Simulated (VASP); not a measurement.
Set up this calculation in VASP 6.6.1, as the native input.

* Task: single point
* Functional: LDA
* Potentials or basis: VASP PAW LDA potentials, release 64 (Si)
* Cutoff: 520 eV
* k mesh: 13 × 13 × 12
* Occupations: gaussian, width 0.15 eV
* Spin: no spin polarisation
* Dipole correction: no
* Further INCAR settings: ALGO = Normal; EDIFF = 1e-06; NBANDS = 8

The structure of Si lies in POSCAR:

```
Si
1.0
    2.4754140967      0.0000000000      0.0000000000
   -1.2377070484      2.1437713013      0.0000000000
    0.0000000000      0.0000000000      2.3245578360
Si
1
Direct
    0.0000000000      0.0000000000      0.0000000000
```

One way to write it, as run:

INCAR

```
SYSTEM = Si
PREC = Accurate
ENCUT = 520
EDIFF = 1E-6
ISMEAR = 0
SIGMA = 0.15
LREAL = .FALSE.
LASPH = .TRUE.
NELM = 100
ALGO = Normal
ISIF = 2
LWAVE = .FALSE.
LCHARG = .FALSE.
NBANDS = 8
```

KPOINTS

```
Automatic mesh
0
G
  13 13 12
  0 0 0
```

Potentials or basis: VASP PAW LDA potentials, release 64 (Si).

Launch:

```sh
$ cat potpaw_LDA.64/Si/POTCAR > POTCAR
$ mpirun -np 1 vasp_std > vasp.out
```

It gave:

```yaml
Pressure: 28.0 GPa
Band_gap_on_the_k_mesh: zero (band 2 reaches 19.74 eV, above the bottom of band 3 at 7.43 eV)
```

Wall time 12 s on 1 thread of AMD EPYC 7R43 64-Core Processor (Zen 3), with other jobs on the host, peak memory 0.08 GiB.
